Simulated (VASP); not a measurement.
# Be3S5 (P1) in VASP: notebook

The runs below take Be3S5 through single point, relaxation of cell and atoms, with PBE.

All numbers are computed with VASP 6.6.1; they aren't measurements. Logs are shortened: lines on timing, memory, paths and dates and some standing lists are left out, and cuts for length are marked.

### Step 1. The cell of the first run

The typed cell holds 8 atoms: a = 3.543 Å, b = 3.556 Å, c = 10.882 Å, α = 81.68°, β = 80.59°, γ = 88.30°.

### Step 2. Single point, PBE

Contents of INCAR:

```
PREC     = Accurate       # precision mode
ENCUT    = 520            # plane-wave cutoff, eV
EDIFF    = 1E-6           # SCF threshold, eV
ISMEAR   = 0              # smearing method
SIGMA    = 0.1            # smearing width, eV
LREAL    = F              # projectors in reciprocal space
LASPH    = T              # aspherical terms in the spheres
NELM     = 80             # most SCF steps
ALGO     = Normal         # electronic algorithm
ISIF     = 2              # what is computed and relaxed
LWAVE    = F              # write WAVECAR
LCHARG   = F              # write CHGCAR
GGA      = PE             # functional
NBANDS   = 28             # bands
```

Contents of KPOINTS:

```
regular mesh
0
Gamma
  4 4 2
```

Contents of POSCAR:

```
Be3S5
1.0
    3.5429455704      0.0062520611      0.0005904592
    0.0994430666      3.5548667933      0.0037753855
    1.7743081745      1.5136769047     10.6291221132
Be S
3 5
Direct
    0.3525155858      0.3050317482      0.3844666495
    0.7114973728      0.7225216635      0.6142654601
    0.9389202594      0.0672096004      0.9999049466
    0.8158078510      0.5131914151      0.1038322991
    0.8986549841      0.2481114624      0.2828715209
    0.2701434523      0.7533476349      0.4991151784
    0.5040407334      0.9707208240      0.9002711383
    0.7584197608      0.1698656516      0.7152728072
```

Potentials or basis: VASP PAW PBE potentials, release 64 (Be, S).

Started as:

```bash
$ cat potpaw_PBE.64/Be/POTCAR potpaw_PBE.64/S/POTCAR > POTCAR
$ mpirun -np 1 vasp_std > vasp.out
```

OUTCAR:

```text
PREC = Accurate
   ENCUT = 520
   EDIFF = 1E-6
   ISMEAR = 0
   LREAL = F
   LASPH = T
   NELM = 80
   ISIF = 2
   GGA = PE

 ion  position               nearest neighbor table
   1  0.353  0.305  0.384-   5 2.09   5 2.12   6 2.15   6 2.17
   2  0.711  0.723  0.614-   8 2.09   8 2.12   6 2.15   6 2.16
   3  0.939  0.067  1.000-   4 2.07   7 2.09   4 2.14   7 2.16
   4  0.816  0.513  0.104-   3 2.07   5 2.10   3 2.14
   5  0.899  0.248  0.283-   1 2.09   4 2.10   1 2.12
   6  0.270  0.753  0.499-   1 2.15   2 2.15   2 2.16   1 2.17
   7  0.504  0.971  0.900-   3 2.09   8 2.10   3 2.16
   8  0.758  0.170  0.715-   2 2.09   7 2.10   2 2.12

  LATTYP: Found a triclinic cell.
 ALAT       =     3.5429511359
 B/A-ratio  =     1.3956537879
 C/A-ratio  =     3.0714468831
 COS(alpha) =     0.0130931966
 COS(beta)  =     0.1634580195
 COS(gamma) =     0.6951304323

  Lattice vectors:

 A1 = (  -3.5429455704,  -0.0062520611,  -0.0005904592)
 A2 = (  -3.4435025038,   3.5486147322,   0.0031849263)
 A3 = (  -1.7743081745,  -1.5136769047, -10.6291221132)

Analysis of symmetry for initial positions (statically):
=====================================================================
 Subroutine PRICEL returns:
 Original cell was already a primitive cell.

 Routine SETGRP: Setting up the symmetry group for a
 triclinic supercell.

 Subroutine GETGRP returns: Found  1 space group operations
 (whereof  1 operations were pure point group operations)
 out of a pool of  2 trial point group operations.

The static configuration has the point symmetry C_1 .

Analysis of symmetry for dynamics (positions and initial velocities):
=====================================================================
 Subroutine PRICEL returns:
 Original cell was already a primitive cell.

 Routine SETGRP: Setting up the symmetry group for a
 triclinic supercell.

 Subroutine GETGRP returns: Found  1 space group operations
 (whereof  1 operations were pure point group operations)
 out of a pool of  2 trial point group operations.

The dynamic configuration has the point symmetry C_1 .

 Subroutine INISYM returns: Found  1 space group operations
 (whereof  1 operations are pure point group operations),
 and found     1 'primitive' translations

----------------------------------------------------------------------------------------

                                     Primitive cell

  volume of cell :     133.8402

  direct lattice vectors                    reciprocal lattice vectors
     3.542945570  0.006252061  0.000590459     0.282272534 -0.007847375 -0.046001925
     0.099443067  3.554866793  0.003775386    -0.000489839  0.281360662 -0.039986370
     1.774308175  1.513676905 10.629122113    -0.000015507 -0.000099501  0.094097905

  length of vectors
     3.542951136  3.556259425 10.881986223     0.286104075  0.284188269  0.094097959

  position of ions in fractional coordinates (direct lattice)
     0.352515586  0.305031748  0.384466649
     0.711497373  0.722521663  0.614265460
     0.938920259  0.067209600  0.999904947
     0.815807851  0.513191415  0.103832299
     0.898654984  0.248111462  0.282871521
     0.270143452  0.753347635  0.499115178
     0.504040733  0.970720824  0.900271138
     0.758419761  0.169865652  0.715272807

  ion indices of the primitive-cell ions
   primitive index   ion index
                 1           1
                 2           2
                 3           3
                 4           4
                 5           5
                 6           6
                 7           7
                 8           8

----------------------------------------------------------------------------------------

 KPOINTS: regular mesh

Automatic generation of k-mesh.
 Grid dimensions read from file:
 generate k-points for:    4    4    2

 Generating k-lattice:

  Cartesian coordinates                     Fractional coordinates (reciprocal lattice)
     0.070568134 -0.001961844 -0.011500481     0.250000000  0.000000000  0.000000000
    -0.000122460  0.070340166 -0.009996593     0.000000000  0.250000000 -0.000000000
    -0.000007753 -0.000049751  0.047048953     0.000000000  0.000000000  0.500000000

  Length of vectors
     0.071526019  0.071047067  0.047048980

  Shift w.r.t. Gamma in fractional coordinates (k-lattice)
     0.000000000  0.000000000  0.000000000

 Subroutine IBZKPT returns following result:
 ===========================================

 Found     20 irreducible k-points:

 Following reciprocal coordinates:
            Coordinates               Weight
  0.000000  0.000000  0.000000      1.000000
  0.250000  0.000000  0.000000      2.000000
  0.500000  0.000000  0.000000      1.000000
  0.000000  0.250000 -0.000000      2.000000
  0.250000  0.250000 -0.000000      2.000000
  0.500000  0.250000  0.000000      2.000000
[... 12 lines left out ...]
  0.250000  0.500000  0.500000      2.000000
  0.500000  0.500000  0.500000      1.000000
   k-points           NKPTS =     20   k-points in BZ     NKDIM =     20   number of bands    NBANDS=     28
   number of dos      NEDOS =    301   number of ions     NIONS =      8
   total plane-waves  NPLWV =  65856
   dimension x,y,z NGX =    28 NGY =   28 NGZ =   84
   dimension x,y,z NGXF=    56 NGYF=   56 NGZF=  168
   ions per type =               3   5
   NGX,Y,Z   is equivalent  to a cutoff of  13.14, 13.09, 12.83 a.u.
   NGXF,Y,Z  is equivalent  to a cutoff of  26.28, 26.18, 25.67 a.u.
 SYSTEM =  unknown system
   PREC   = accura    normal or accurate (medium, high low for compatibility)
   ISTART =      0    job   : 0-new  1-cont  2-samecut
   ICHARG =      2    charge: 1-file 2-atom 10-const
   ISPIN  =      1    spin polarized calculation?
   LNONCOLLINEAR =      F non collinear calculations
   LSORBIT =      F    spin-orbit coupling
   LASPH  =      T    aspherical Exc in radial PAW
   ENCUT  =  520.0 eV  38.22 Ry    6.18 a.u.   6.59  6.61 20.23*2*pi/ulx,y,z
   NELM   =     80;   NELMIN=  2; NELMDL= -5     # of ELM steps
   EDIFF  = 0.1E-05   stopping-criterion for ELM
   LREAL  =      F    real-space projection
   EDIFFG = 0.1E-04   stopping-criterion for IOM
   NSW    =      0    number of steps for IOM
   IBRION =     -1    ionic relax: 0-MD 1-quasi-New 2-CG
   NFREE  =      0    steps in history (QN), initial steepest desc. (CG)
   ISIF   =      2    stress and relaxation
   ISYM   =      2    0-nonsym 1-usesym 2-fastsym
   POTIM  = 0.5000    time-step for ionic-motion
   TEBEG  =    0.0;   TEEND  =   0.0 temperature during run
   PSTRESS=    0.0 pullay stress
   NELECT =      36.0000    total number of electrons
   NUPDOWN=      -1.0000    fix difference up-down
   EMIN   =  10.00;   EMAX   =-10.00  energy-range for DOS
   EFERMI =   0.00;   METHOD = LEGACY
   ISMEAR =     0;   SIGMA  =   0.10  broadening in eV -4-tet -1-fermi 0-gaus
   EFERMI_NEDOS =   21; number of points for ismear=-14 and -15
   IALGO  =     38    algorithm
   IMIX   =      4    mixing-type and parameters
     AMIX     =   0.40;   BMIX     =  1.00
     AMIX_MAG =   1.60;   BMIX_MAG =  1.00
  volume/ion in A,a.u.               =      16.73       112.90
  Fermi-wavevector in a.u.,A,eV,Ry     =   1.056769  1.997004 15.194461  1.116761
  Thomas-Fermi vector in A             =   2.192017
   LORBIT       =      0    0 simple, 1 ext, 2 COOP (PROOUT), +10 PAW based schemes
   GGA     = PE    functional components
   LHFCALC =     F    Hartree Fock is set to
   AEXX    =    0.0000 exact exchange contribution
   IVDW    =     0    specifies the selected vdW correction
   LEPSILON=     F    determine dielectric tensor
   LRPA    =     F    only Hartree local field effects (RPA)
 non-spin polarized calculation
 Gauss-broadening in eV      SIGMA  =   0.10
  energy-cutoff  :      520.00
  volume of cell :      133.84
 maximum number of plane-waves:      3626
 NGX is ok and might be reduce to    28
   NGX = 13   NGY = 13   NGZ = 41

 number of electron      36.0000001 magnetization

 Free energy of the ion-electron system (eV)
  ---------------------------------------------------
  ext. energy  EPLUGINS =         0.00000000
  ---------------------------------------------------
  free energy    TOTEN  =       -36.27891244 eV

  energy without entropy =      -36.27891244  energy(sigma->0) =      -36.27891244

 E-fermi :   4.4602     XC(G=0):  -9.3590

 val. band max:        3.9774191514   @ k =   0.0000   0.0000   0.0000
 cond. band min:       5.2033430022   @ k =   0.5000   0.5000   0.5000
 fundamental gap:      1.2259238508
 Fermi energy:         4.4601784530

 k-point     1 :       0.0000    0.0000    0.0000
  band No.  band energies     occupation
      1     -11.1797      2.00000
      2     -10.6892      2.00000
      3      -9.3886      2.00000
      4      -7.5404      2.00000
      5      -6.8599      2.00000
      6      -1.6903      2.00000
[... 20 lines left out ...]
     27       9.9214      0.00000
     28      10.3690      0.00000

 k-point     2 :       0.2500    0.0000    0.0000
  band No.  band energies     occupation
      1     -10.9004      2.00000
      2     -10.5218      2.00000
      3      -9.0476      2.00000
      4      -7.4800      2.00000
      5      -6.7780      2.00000
      6      -1.9991      2.00000
[... 20 lines left out ...]
     27      10.7937      0.00000
     28      10.8981      0.00000

 k-point     3 :       0.5000    0.0000    0.0000
  band No.  band energies     occupation
      1     -10.5378      2.00000
      2     -10.3625      2.00000
      3      -8.6415      2.00000
      4      -7.3455      2.00000
      5      -6.8941      2.00000
      6      -2.3731      2.00000
[... 492 lines left out ...]
      3      -8.4040      2.00000
      4      -7.2288      2.00000
      5      -6.6539      2.00000
      6      -2.3401      2.00000
[... 20 lines left out ...]
     27      11.2673      0.00000
     28      11.5137      0.00000

 k-point    20 :       0.5000    0.5000    0.5000
  band No.  band energies     occupation
      1     -10.1179      2.00000
      2      -9.9947      2.00000
      3      -8.1154      2.00000
      4      -6.9134      2.00000
      5      -6.6133      2.00000
      6      -2.0712      2.00000
[... 20 lines left out ...]
     27      11.1611      0.00000
     28      11.9009      0.00000

------------------------ aborting loop because EDIFF is reached ----------------------------------------

  FORCE on cell =-STRESS in cart. coord.  units (eV):
  Direction    XX          YY          ZZ          XY          YZ          ZX
  --------------------------------------------------------------------------------------
  -------------------------------------------------------------------------------------
  Total       -0.0568331     -0.1028871     -0.3427331      0.0041602      0.0626098     -0.0016798
  in kB       -0.6803397     -1.2316442     -4.1027987      0.0498016      0.7494906     -0.0201087
  external PRESSURE =      -2.0049275 kB  Pullay stress =       0.0000000 kB

 VOLUME and BASIS-vectors are now :
 -----------------------------------------------------------------------------
  energy-cutoff  :      520.00
  volume of cell :      133.84
      direct lattice vectors                 reciprocal lattice vectors
     3.542945570  0.006252061  0.000590459     0.282272534 -0.007847375 -0.046001925
     0.099443067  3.554866793  0.003775386    -0.000489839  0.281360662 -0.039986370
     1.774308175  1.513676905 10.629122113    -0.000015507 -0.000099501  0.094097905

 POSITION                                       TOTAL-FORCE (eV/Angst)
 -----------------------------------------------------------------------------------
      1.96144      1.66851      4.08790         0.003681      0.004551      0.018685
      3.68254      3.50272      6.53225        -0.002517      0.006169     -0.014407
      5.10737      1.75832     10.62892         0.006180     -0.016176      0.001043
      3.12563      1.98660      1.10607         0.016775     -0.019184      0.092924
      3.71046      1.31580      3.00814        -0.022163      0.037957     -0.087942
      1.91760      3.43524      5.30816        -0.003418     -0.015407     -0.004875
      3.47968      4.81665      9.57305         0.023804      0.017113     -0.101176
      3.97305      1.69128      7.60381        -0.022341     -0.015024      0.095748
 -----------------------------------------------------------------------------------
    total drift:                               -0.000197      0.000145      0.000149

  FREE ENERGIE OF THE ION-ELECTRON SYSTEM (eV)
  ---------------------------------------------------
  free  energy   TOTEN  =       -36.2789124372 eV

  energy  without entropy=      -36.2789124372  energy(sigma->0) =      -36.27891244
```

Wall time 32 s (1 thread of Intel Xeon 6975P-C (Granite Rapids), shared host); peak memory 0.25 GiB.

Results:

| Property | Result |
| --- | --- |
| Free energy | -36.2789 eV |
| Pressure | -0.2 GPa |
| Largest force | 0.105 eV/Å |
| Band gap on the k mesh | 1.23 eV (least direct gap 1.77 eV) |

Forces on the atoms (eV/Å):
```
Be   0.004  0.005  0.019
Be  -0.003  0.006 -0.014
Be   0.006 -0.016  0.001
S    0.017 -0.019  0.093
S   -0.022  0.038 -0.088
S   -0.003 -0.015 -0.005
S    0.024  0.017 -0.101
S   -0.022 -0.015  0.096
```

Caveat: the k points lie up to 0.45 Å⁻¹ apart.

### Step 3. Single point, PBE

Contents of INCAR:

```
PREC = Accurate
ENCUT = 520
EDIFF = 1E-6
ISMEAR = 0
SIGMA = 0.1
LREAL = False
LASPH = True
NELM = 60
ALGO = Normal
ISIF = 2
LWAVE = False
LCHARG = False
GGA = PE
NBANDS = 28
```

Contents of KPOINTS:

```
regular mesh
0
Gamma
  4 4 4
```

Contents of POSCAR:

```
Be3S5
1.0
    0.0468574462     -3.5532234573      0.0460025911
    3.5425430815     -0.0460148138      0.0075677522
   -1.7712941675      1.6589038158     10.5961562318
Be S
3 5
Direct
    0.3047385636      0.3510682458      0.6154010445
    0.7264318786      0.7104732892      0.3857037189
    0.0635046363     -0.0571301585      0.0002477712
    0.5106275834      0.8162627429      0.8965389930
    0.2492361714      0.8967660110      0.7169226145
    0.7535908751      0.2689597196      0.5006786409
   -0.0322937205      0.5062656077      0.0999159786
    0.1741640122      0.7573345421      0.2845912384
```

Potentials or basis: VASP PAW PBE potentials, release 64 (Be, S).

Started as:

```bash
$ cat potpaw_PBE.64/Be/POTCAR potpaw_PBE.64/S/POTCAR > POTCAR
$ mpirun -np 1 vasp_std > vasp.out
```

Run time: 58 s. Hardware: 1 thread of Intel Xeon 6975P-C (Granite Rapids), shared host; peak memory 0.28 GiB.

The run converged. Its results:

| Property | Result |
| --- | --- |
| Free energy | -36.2809 eV |
| Pressure | -0.1 GPa |
| Largest force | 0.113 eV/Å |
| Band gap on the k mesh | 1.21 eV (least direct gap 1.76 eV) |

Forces on the atoms (eV/Å):
```
Be   0.006 -0.013 -0.021
Be  -0.005  0.003  0.009
Be  -0.012  0.005 -0.007
S    0.027  0.017 -0.108
S   -0.024 -0.017  0.101
S   -0.002  0.001  0.011
S    0.015 -0.022  0.096
S   -0.006  0.025 -0.081
```

Stress tensor (GPa, compression positive):
```
-0.02 -0.01  0.02
-0.01  0.01  0.13
 0.02  0.13 -0.27
```

Levels at points of the mesh, in eV from the valence-band top:
| k point | band 15 | band 16 | band 17 | band 18 | band 19 | band 20 | band 21 | band 22 |
| --- | --- | --- | --- | --- | --- | --- | --- | --- |
| (0.00, 0.00, 0.00) | -1.08 | -0.95 | -0.26 | 0.00 | 1.76 | 2.78 | 3.41 | 3.75 |
| (0.50, 0.00, 0.00) | -1.55 | -1.19 | -0.53 | -0.27 | 1.79 | 3.51 | 4.73 | 4.87 |
| (0.00, 0.50, 0.00) | -1.82 | -0.86 | -0.48 | -0.43 | 2.50 | 2.94 | 4.68 | 4.84 |
| (0.50, 0.50, 0.00) | -2.71 | -2.01 | -1.62 | -1.02 | 1.56 | 1.85 | 3.51 | 4.18 |
| (0.00, 0.00, 0.50) | -0.67 | -0.57 | -0.50 | -0.24 | 2.17 | 2.57 | 2.96 | 4.04 |
| (0.50, 0.00, 0.50) | -1.80 | -0.84 | -0.48 | -0.30 | 2.33 | 3.11 | 4.66 | 4.94 |
| (0.00, 0.50, 0.50) | -1.72 | -1.15 | -0.52 | -0.41 | 2.28 | 3.09 | 4.74 | 4.88 |
| (0.50, 0.50, 0.50) | -2.28 | -2.06 | -1.48 | -1.40 | 1.21 | 2.31 | 3.33 | 4.39 |

Caveat: the k points lie up to 0.45 Å⁻¹ apart.

(Continued in part 2 of 2.)
